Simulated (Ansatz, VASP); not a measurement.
**BaTiO3: VASP beside Ansatz**

The input INCAR:

```
  ALGO = Normal
  EDIFF = 1E-6
  ENCUT = 520
  GGA = PS
  ISIF = 2
  ISMEAR = -1
  LASPH = T
  LCHARG = F
  LREAL = F
  LWAVE = F
  NBANDS = 28
  NELM = 100
  PREC = Accurate
  SIGMA = 0.05
```

Contents of KPOINTS:

```
k-points
0
Gamma
  7 7 7
```

Contents of POSCAR:

```
BaTiO3
1.0
    2.7891542673      1.6103189670      2.2870600104
   -2.7891542673      1.6103189670      2.2870600104
    0.0000000000     -3.2206379340      2.2870600104
Ba Ti O
1 1 3
Direct
    0.0000000000      0.0000000000      0.0000000000
    0.4845000000      0.4845000000      0.4845000000
    0.5086000000      0.0175000000      0.5086000000
    0.0175000000      0.5086000000      0.5086000000
    0.5086000000      0.5086000000      0.0175000000
```

The input input.yaml:

```yaml
crystal:
  lattice:
    - [2.7891542673, 1.610318967, 2.2870600104]
    - [-2.7891542673, 1.610318967, 2.2870600104]
    - [0.0, -3.220637934, 2.2870600104]
  atoms:
    - { symbol: Ba, position: [0.0, 0.0, 0.0] }
    - { symbol: Ti, position: [0.4845, 0.4845, 0.4845] }
    - { symbol: O, position: [0.5086, 0.0175, 0.5086] }
    - { symbol: O, position: [0.0175, 0.5086, 0.5086] }
    - { symbol: O, position: [0.5086, 0.5086, 0.0175] }
kpoints:
  mp_grid: { grid: [7, 7, 7] }
scf:
  occupations: { method: fermi_dirac, width: 0.05 }
hamiltonian:
  xc: pbesol
  pseudopotentials: { kind: all_electron, lapw: { basis_error: 0.002 } }
output:
  forces: true
  stress: true
  eigenvalues: true
```

Change from the starting cell: volume scaled by 0.96.

Alike in both runs: task single point; functional PBEsol; k mesh 7 × 7 × 7; occupations fermi-dirac, width 0.05 eV; no spin polarisation.

|  | VASP | Ansatz |
| --- | --- | --- |
| version | VASP 6.6.1 | Ansatz 0.2.0 |
| potentials or method | VASP PAW PBE potentials, release 64 (Ba_sv, Ti_sv, O), cutoff 520 eV | all-electron LAPW, scalar-relativistic |

|  | VASP | Ansatz | Ansatz less VASP |
| --- | --- | --- | --- |
| gap on the k mesh at the Fermi level (eV) | 2.50 | 2.56 | +0.058 |
| least direct gap on the mesh (eV) | 2.80 | 2.81 | +0.012 |
| pressure (GPa) | 8.5 | 6.3 | -2.20 |
| traceless stress, the component that is largest in VASP (GPa) | -0.46 | -0.41 | +0.059 |
| rms of the force components (eV/Å) | 0.243 | 0.214 | -0.0289 |

VASP's potentials were made for PBE, not for PBEsol. Atom by atom the forces differ by 0.032 eV/Å (rms over components). Ansatz ran all-electron here, and VASP with PAW potentials.

Spin-orbit coupling is off throughout.
